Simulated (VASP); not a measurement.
# Zr (P6_3/mmc) in VASP: notebook

Runs on Zr. Level: LDA. Tasks: single point, relaxation of cell and atoms.

Program: VASP 6.6.1. These are calculated values, not measurements. Logs are shortened: lines on timing, memory, paths and dates and some standing lists are left out, and cuts for length are marked.

## (1) The cell of the first run

Symmetry: P6_3/mmc, No. 194, hexagonal system. The conventional cell has a = 3.144 Å, b = 3.144 Å, c = 5.093 Å, α = 90.00°, β = 90.00°, γ = 120.00°. Within 4.1 Å of Zr (site symmetry -6m2) lie 12 Zr at 3.13 to 3.14 Å.

## (2) Single point, LDA

The input, INCAR:

```
ALGO = Normal
EDIFF = 1E-7
ENCUT = 520
ISIF = 2
ISMEAR = -1
LASPH = True
LCHARG = False
LREAL = False
LWAVE = False
NBANDS = 19
NELM = 100
PREC = Accurate
SIGMA = 0.1
```

The input, KPOINTS:

```
k-points
0
Gamma
  15 15 8
```

The input, POSCAR:

```
Zr
1.0
    1.5717907934     -2.7224215131      0.0000000000
    1.5717907934      2.7224215131      0.0000000000
    0.0000000000      0.0000000000      5.0933176272
Zr
2
Direct
    0.6666666670      0.3333333330      0.2500000000
    0.3333333330      0.6666666670      0.7500000000
```

Potentials or basis: VASP PAW LDA potentials, release 64 (Zr_sv).

Launch:

```
$ cat potpaw_LDA.64/Zr_sv/POTCAR > POTCAR
$ mpirun -np 1 vasp_std > vasp.out
```

OUTCAR:

```text
EDIFF = 1E-7
   ENCUT = 520
   ISIF = 2
   ISMEAR = -1
   LASPH = True
   LREAL = False
   NELM = 100
   PREC = Accurate

 ion  position               nearest neighbor table
   1  0.667  0.333  0.250-   2 3.13   2 3.13   2 3.13   2 3.13   2 3.13   2 3.13
   2  0.333  0.667  0.750-   1 3.13   1 3.13   1 3.13   1 3.13   1 3.13   1 3.13

  LATTYP: Found a hexagonal cell.
 ALAT       =     3.1435815869
 C/A-ratio  =     1.6202275928

  Lattice vectors:

 A1 = (   1.5717907934,  -2.7224215131,   0.0000000000)
 A2 = (   1.5717907934,   2.7224215131,   0.0000000000)
 A3 = (   0.0000000000,   0.0000000000,   5.0933176272)

Analysis of symmetry for initial positions (statically):
=====================================================================
 Subroutine PRICEL returns:
 Original cell was already a primitive cell.

 Routine SETGRP: Setting up the symmetry group for a
 hexagonal supercell.

 Subroutine GETGRP returns: Found 24 space group operations
 (whereof 12 operations were pure point group operations)
 out of a pool of 24 trial point group operations.

The static configuration has the point symmetry D_3d.
 The point group associated with its full space group is D_6h.

Analysis of symmetry for dynamics (positions and initial velocities):
=====================================================================
 Subroutine PRICEL returns:
 Original cell was already a primitive cell.

 Routine SETGRP: Setting up the symmetry group for a
 hexagonal supercell.

 Subroutine GETGRP returns: Found 24 space group operations
 (whereof 12 operations were pure point group operations)
 out of a pool of 24 trial point group operations.

The dynamic configuration has the point symmetry D_3d.
 The point group associated with its full space group is D_6h.

 Subroutine INISYM returns: Found 24 space group operations
 (whereof 12 operations are pure point group operations),
 and found     1 'primitive' translations

----------------------------------------------------------------------------------------

                                     Primitive cell

  volume of cell :      43.5894

  direct lattice vectors                    reciprocal lattice vectors
     1.571790793 -2.722421513  0.000000000     0.318108493 -0.183660024  0.000000000
     1.571790793  2.722421513  0.000000000     0.318108493  0.183660024  0.000000000
     0.000000000  0.000000000  5.093317627     0.000000000  0.000000000  0.196335684

  length of vectors
     3.143581587  3.143581587  5.093317627     0.367320048  0.367320048  0.196335684

  position of ions in fractional coordinates (direct lattice)
     0.666666667  0.333333333  0.250000000
     0.333333333  0.666666667  0.750000000

  ion indices of the primitive-cell ions
   primitive index   ion index
                 1           1
                 2           2

----------------------------------------------------------------------------------------

 KPOINTS: k-points

Automatic generation of k-mesh.
 Grid dimensions read from file:
 generate k-points for:   15   15    8

 Generating k-lattice:

  Cartesian coordinates                     Fractional coordinates (reciprocal lattice)
     0.021207233 -0.012244002  0.000000000     0.066666667  0.000000000  0.000000000
     0.021207233  0.012244002  0.000000000     0.000000000  0.066666667  0.000000000
     0.000000000  0.000000000  0.024541960     0.000000000  0.000000000  0.125000000

  Length of vectors
     0.024488003  0.024488003  0.024541960

  Shift w.r.t. Gamma in fractional coordinates (k-lattice)
     0.000000000  0.000000000  0.000000000

 Subroutine IBZKPT returns following result:
 ===========================================

 Found    135 irreducible k-points:

 Following reciprocal coordinates:
            Coordinates               Weight
  0.000000  0.000000  0.000000      1.000000
  0.066667 -0.000000  0.000000      6.000000
  0.133333  0.000000  0.000000      6.000000
  0.200000  0.000000  0.000000      6.000000
  0.266667  0.000000  0.000000      6.000000
  0.333333  0.000000  0.000000      6.000000
[... 16 lines left out ...]
  0.333333  0.200000  0.000000     12.000000
  0.400000  0.200000  0.000000      6.000000
 [... further k-points ...]
   k-points           NKPTS =    135   k-points in BZ     NKDIM =    135   number of bands    NBANDS=     19
   number of dos      NEDOS =    301   number of ions     NIONS =      2
   total plane-waves  NPLWV =  23040
   dimension x,y,z NGX =    24 NGY =   24 NGZ =   40
   dimension x,y,z NGXF=    48 NGYF=   48 NGZF=   80
   ions per type =               2
   NGX,Y,Z   is equivalent  to a cutoff of  12.69, 12.69, 13.06 a.u.
   NGXF,Y,Z  is equivalent  to a cutoff of  25.38, 25.38, 26.11 a.u.
 SYSTEM =  unknown system
   PREC   = accura    normal or accurate (medium, high low for compatibility)
   ISTART =      0    job   : 0-new  1-cont  2-samecut
   ICHARG =      2    charge: 1-file 2-atom 10-const
   ISPIN  =      1    spin polarized calculation?
   LNONCOLLINEAR =      F non collinear calculations
   LSORBIT =      F    spin-orbit coupling
   LASPH  =      T    aspherical Exc in radial PAW
   ENCUT  =  520.0 eV  38.22 Ry    6.18 a.u.   5.84  5.84  9.47*2*pi/ulx,y,z
   NELM   =    100;   NELMIN=  2; NELMDL= -5     # of ELM steps
   EDIFF  = 0.1E-06   stopping-criterion for ELM
   LREAL  =      F    real-space projection
   EDIFFG = 0.1E-05   stopping-criterion for IOM
   NSW    =      0    number of steps for IOM
   IBRION =     -1    ionic relax: 0-MD 1-quasi-New 2-CG
   NFREE  =      0    steps in history (QN), initial steepest desc. (CG)
   ISIF   =      2    stress and relaxation
   ISYM   =      2    0-nonsym 1-usesym 2-fastsym
   POTIM  = 0.5000    time-step for ionic-motion
   TEBEG  =    0.0;   TEEND  =   0.0 temperature during run
   PSTRESS=    0.0 pullay stress
   NELECT =      24.0000    total number of electrons
   NUPDOWN=      -1.0000    fix difference up-down
   EMIN   =  10.00;   EMAX   =-10.00  energy-range for DOS
   EFERMI =   0.00;   METHOD = LEGACY
   ISMEAR =    -1;   SIGMA  =   0.10  broadening in eV -4-tet -1-fermi 0-gaus
   EFERMI_NEDOS =   21; number of points for ismear=-14 and -15
   IALGO  =     38    algorithm
   IMIX   =      4    mixing-type and parameters
     AMIX     =   0.40;   BMIX     =  1.00
     AMIX_MAG =   1.60;   BMIX_MAG =  1.00
  volume/ion in A,a.u.               =      21.79       147.08
  Fermi-wavevector in a.u.,A,eV,Ry     =   1.341791  2.535618 24.495980  1.800404
  Thomas-Fermi vector in A             =   2.469997
   LORBIT       =      0    0 simple, 1 ext, 2 COOP (PROOUT), +10 PAW based schemes
   GGA     = CA    functional components
   LHFCALC =     F    Hartree Fock is set to
   AEXX    =    0.0000 exact exchange contribution
   IVDW    =     0    specifies the selected vdW correction
   LEPSILON=     F    determine dielectric tensor
   LRPA    =     F    only Hartree local field effects (RPA)
 non-spin polarized calculation
  energy-cutoff  :      520.00
  volume of cell :       43.59
 maximum number of plane-waves:      1194
 NGX is ok and might be reduce to    24
   NGX = 11   NGY = 11   NGZ = 19

 number of electron      23.9999999 magnetization

 Free energy of the ion-electron system (eV)
  ---------------------------------------------------
  ext. energy  EPLUGINS =         0.00000000
  ---------------------------------------------------
  free energy    TOTEN  =       -18.61870247 eV

  energy without entropy =      -18.54966189  energy(sigma->0) =      -18.58418218

 E-fermi :   9.5139     XC(G=0): -11.5975

 val. band max:        9.5049073426   @ k =   0.2000   0.2000   0.5000
 cond. band min:       9.5152623101   @ k =   0.0000   0.0000   0.5000
 fundamental gap:      0.0103549675
 Fermi energy:         9.5138868297

 k-point     1 :       0.0000    0.0000    0.0000
  band No.  band energies     occupation
      1     -38.8873      2.00000
      2     -38.6921      2.00000
      3     -17.6670      2.00000
      4     -16.5870      2.00000
      5     -16.5870      2.00000
      6     -16.4461      2.00000
[... 11 lines left out ...]
     18      11.8964      0.00000
     19      14.3027      0.00000

 k-point     2 :       0.0667   -0.0000    0.0000
  band No.  band energies     occupation
      1     -38.8803      2.00000
      2     -38.6888      2.00000
      3     -17.6501      2.00000
      4     -16.6277      2.00000
      5     -16.5999      2.00000
      6     -16.4686      2.00000
[... 11 lines left out ...]
     18      11.7730      0.00000
     19      14.3930      0.00000

 k-point     3 :       0.1333    0.0000    0.0000
  band No.  band energies     occupation
      1     -38.8601      2.00000
      2     -38.6796      2.00000
      3     -17.6006      2.00000
      4     -16.7422      2.00000
      5     -16.6353      2.00000
      6     -16.5847      2.00000
[... 11 lines left out ...]
     18      11.6083      0.00000
     19      14.5981      0.00000

 k-point     4 :       0.2000    0.0000    0.0000
  band No.  band energies     occupation
      1     -38.8296      2.00000
      2     -38.6667      2.00000
      3     -17.5230      2.00000
      4     -16.9100      2.00000
      5     -16.7498      2.00000
      6     -16.6855      2.00000
[... 11 lines left out ...]
     18      12.1788      0.00000
     19      14.8143      0.00000

 k-point     5 :       0.2667    0.0000    0.0000
  band No.  band energies     occupation
      1     -38.7930      2.00000
      2     -38.6533      2.00000
      3     -17.4244      2.00000
      4     -17.1012      2.00000
      5     -16.9314      2.00000
      6     -16.7408      2.00000
[... 11 lines left out ...]
     18      12.9218      0.00000
     19      14.9854      0.00000

 k-point     6 :       0.3333    0.0000    0.0000
  band No.  band energies     occupation
      1     -38.7554      2.00000
      2     -38.6426      2.00000
      3     -17.3153      2.00000
      4     -17.2819      2.00000
      5     -17.0984      2.00000
      6     -16.7919      2.00000
[... 11 lines left out ...]
     18      13.7658      0.00000
     19      15.0984      0.00000

 k-point     7 :       0.4000    0.0000    0.0000
  band No.  band energies     occupation
      1     -38.7230      2.00000
      2     -38.6371      2.00000
      3     -17.4213      2.00000
      4     -17.2250      2.00000
      5     -17.2113      2.00000
      6     -16.8309      2.00000
[... 11 lines left out ...]
     18      14.5990      0.00000
     19      15.1620      0.00000

 k-point     8 :       0.4667    0.0000    0.0000
  band No.  band energies     occupation
      1     -38.7030      2.00000
      2     -38.6364      2.00000
      3     -17.4969      2.00000
      4     -17.2931      2.00000
      5     -17.1396      2.00000
      6     -16.8520      2.00000
[... 256 lines left out ...]
 k-point    20 :       0.4000    0.1333    0.0000
  band No.  band energies     occupation
      1     -38.6927      2.00000
      2     -38.6367      2.00000
      3     -17.4524      2.00000
      4     -17.2542      2.00000
      5     -17.1020      2.00000
      6     -16.9369      2.00000
[... 11 lines left out ...]
     18      14.8617      0.00000
     19      16.3347      0.00000

 k-point    21 :       0.2000    0.2000    0.0000
  band No.  band energies     occupation
      1     -38.7460      2.00000
      2     -38.6404      2.00000
      3     -17.2872      2.00000
      4     -17.1881      2.00000
      5     -17.1608      2.00000
      6     -16.8190      2.00000
[... 11 lines left out ...]
     18      14.6085      0.00000
     19      14.7312      0.00000

 k-point    22 :       0.2667    0.2000    0.0000
  band No.  band energies     occupation
      1     -38.7146      2.00000
      2     -38.6361      2.00000
      3     -17.3038      2.00000
      4     -17.2058      2.00000
      5     -17.1842      2.00000
      6     -16.9091      2.00000
[... 11 lines left out ...]
     18      14.6806      0.00000
     19      15.5944      0.00000

 k-point    23 :       0.3333    0.2000    0.0000
  band No.  band energies     occupation
      1     -38.6895      2.00000
      2     -38.6368      2.00000
      3     -17.3821      2.00000
      4     -17.2154      2.00000
      5     -17.0907      2.00000
      6     -16.9925      2.00000
[... 11 lines left out ...]
     18      14.6502      0.00000
     19      16.3676      0.00000

 k-point    24 :       0.4000    0.2000    0.0000
  band No.  band energies     occupation
      1     -38.6787      2.00000
      2     -38.6391      2.00000
      3     -17.4094      2.00000
      4     -17.2117      2.00000
      5     -17.0453      2.00000
      6     -17.0298      2.00000
[... 11 lines left out ...]
     18      14.6320      0.00000
     19      16.5778      0.00000

 [... further k-points ...]

------------------------ aborting loop because EDIFF is reached ----------------------------------------

  FORCE on cell =-STRESS in cart. coord.  units (eV):
  Direction    XX          YY          ZZ          XY          YZ          ZX
  --------------------------------------------------------------------------------------
  -------------------------------------------------------------------------------------
  Total        0.0072792      0.0072792      0.0419889      0.0000000      0.0000000     -0.0000000
  in kB        0.2675551      0.2675551      1.5433506      0.0000000      0.0000000     -0.0000000
  external PRESSURE =       0.6928202 kB  Pullay stress =       0.0000000 kB

 VOLUME and BASIS-vectors are now :
 -----------------------------------------------------------------------------
  energy-cutoff  :      520.00
  volume of cell :       43.59
      direct lattice vectors                 reciprocal lattice vectors
     1.571790793 -2.722421513  0.000000000     0.318108493 -0.183660024  0.000000000
     1.571790793  2.722421513  0.000000000     0.318108493  0.183660024  0.000000000
     0.000000000  0.000000000  5.093317627     0.000000000  0.000000000  0.196335684

 POSITION                                       TOTAL-FORCE (eV/Angst)
 -----------------------------------------------------------------------------------
      1.57179     -0.90747      1.27333         0.000000     -0.000000      0.000000
      1.57179      0.90747      3.81999        -0.000000      0.000000      0.000000
 -----------------------------------------------------------------------------------
    total drift:                                0.000000      0.000001     -0.000000

  FREE ENERGIE OF THE ION-ELECTRON SYSTEM (eV)
  ---------------------------------------------------
  free  energy   TOTEN  =       -18.6187024728 eV

  energy  without entropy=      -18.5496618907  energy(sigma->0) =      -18.58418218
```

Run time: 27 s. Hardware: 1 thread of Intel Xeon 6975P-C (Granite Rapids), shared host; peak memory 0.2 GiB.

What came out:

```
Free energy            : -18.6187 eV
Pressure               : 0.1 GPa
Band gap on the k mesh : zero (bands 12 and 13 overlap by 1.35 eV)
```

Stress tensor (GPa, compression positive):
```
0.03 0.00 0.00
0.00 0.03 0.00
0.00 0.00 0.15
```

## (3) Single point, LDA

The input, INCAR:

```
ALGO = Normal
EDIFF = 1E-6
ENCUT = 520
ISIF = 2
ISMEAR = -1
LASPH = T
LCHARG = F
LREAL = F
LWAVE = F
NBANDS = 19
NELM = 60
PREC = Accurate
SIGMA = 0.1
```

The input, KPOINTS:

```
k-points
0
Gamma
  16 16 9
```

The input, POSCAR:

```
Zr
1.0
    3.1435815868      0.0000000000      0.0000000000
   -1.5717907934      2.7224215131      0.0000000000
    0.0000000000      0.0000000000      5.0933176272
Zr
2
Direct
    0.3333333333      0.6666666667      0.2500000000
    0.6666666667      0.3333333333      0.7500000000
```

Potentials or basis: VASP PAW LDA potentials, release 64 (Zr_sv).

Launch:

```
$ cat potpaw_LDA.64/Zr_sv/POTCAR > POTCAR
$ mpirun -np 1 vasp_std > vasp.out
```

It took 28 s on 1 thread of Intel Xeon 6975P-C (Granite Rapids), shared host; peak memory 0.21 GiB.

The run converged. Its results:

```
Free energy            : -18.6182 eV
Pressure               : 0.1 GPa
Band gap on the k mesh : zero (bands 12 and 13 overlap by 1.25 eV)
```

Levels at points of the mesh, in eV from the Fermi level:
```csv
k point,band 8,band 9,band 10,band 11,band 12,band 13,band 14,band 15,band 16,band 17
"(0.00, 0.00, 0.00)",-25.94,-5.70,-3.18,0.89,0.90,0.90,1.42,1.62,1.62,2.38
"(0.50, 0.00, 0.00)",-26.09,-2.78,-2.56,-2.33,0.09,0.63,0.79,1.52,5.42,5.68
```

(Part 1 of 2 ends here.)
